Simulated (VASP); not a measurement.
Write the native input for VASP 6.6.1 that does the following.

```
Task                   : single point
Functional             : PBE
Potentials or basis    : VASP PAW PBE potentials, release 64 (As, Bi_d)
Cutoff                 : 520 eV
k mesh                 : 13 × 13 × 13
Occupations            : fermi-dirac, width 0.05 eV
Spin                   : collinear spin
Starting moments       : [3.0, 1.0] μB
Dipole correction      : no
Further INCAR settings : ALGO = Normal; EDIFF = 1e-06; NBANDS = 21
```

The structure of BiAs (CsCl type) lies in POSCAR:

```
BiAs
1.0
    3.7664996236      0.0000000000      0.0000000000
    0.0000000000      3.7664996236      0.0000000000
    0.0000000000      0.0000000000      3.7664996236
As Bi
1 1
Direct
    0.0000000000      0.0000000000      0.0000000000
    0.5000000000      0.5000000000      0.5000000000
```

These files were run (other wordings do the same):

INCAR

```
SYSTEM = BiAs
PREC     = Accurate       ! precision mode
ENCUT    = 520            ! plane-wave cutoff, eV
EDIFF    = 1E-6           ! SCF threshold, eV
ISMEAR   = -1             ! smearing method
SIGMA    = 0.05           ! smearing width, eV
LREAL    = .FALSE.        ! projectors in reciprocal space
LASPH    = .TRUE.         ! aspherical terms in the spheres
NELM     = 150            ! most SCF steps
ALGO     = Normal         ! electronic algorithm
ISIF     = 2              ! what is computed and relaxed
LWAVE    = .FALSE.        ! write WAVECAR
LCHARG   = .TRUE.         ! write CHGCAR
ISPIN    = 2              ! spin polarisation
MAGMOM   = 3 1            ! initial moments
LORBIT   = 11             ! projections on sites
GGA      = PE             ! functional
LELF     = .TRUE.         ! ELF
LVHAR    = .TRUE.       
NBANDS   = 21             ! bands
```

KPOINTS

```
regular mesh
0
G
  13 13 13
  0 0 0
```

Potentials or basis: VASP PAW PBE potentials, release 64 (As, Bi_d).

Launch:

```sh
$ cat potpaw_PBE.64/As/POTCAR potpaw_PBE.64/Bi_d/POTCAR > POTCAR
$ mpirun -np 1 vasp_std > vasp.out
```

It gave:

| Item | Value |
| --- | --- |
| Pressure | -3.4 GPa |
| Band gap on the k mesh | zero (filled and empty bands overlap) |
| Net moment | 0.00 μB per cell |
| Valence electrons inside the program's atomic spheres | As 2.62; Bi 12.64 |

Caveat: the cell stands under tension; spin-orbit coupling is left out, which moves the levels of the heavy elements.

It took 100 s on 1 thread of Intel(R) Xeon(R) Platinum 8259CL CPU @ 2.50GHz (Skylake/Cascade Lake), with other jobs on the host, peak memory 0.27 GiB.
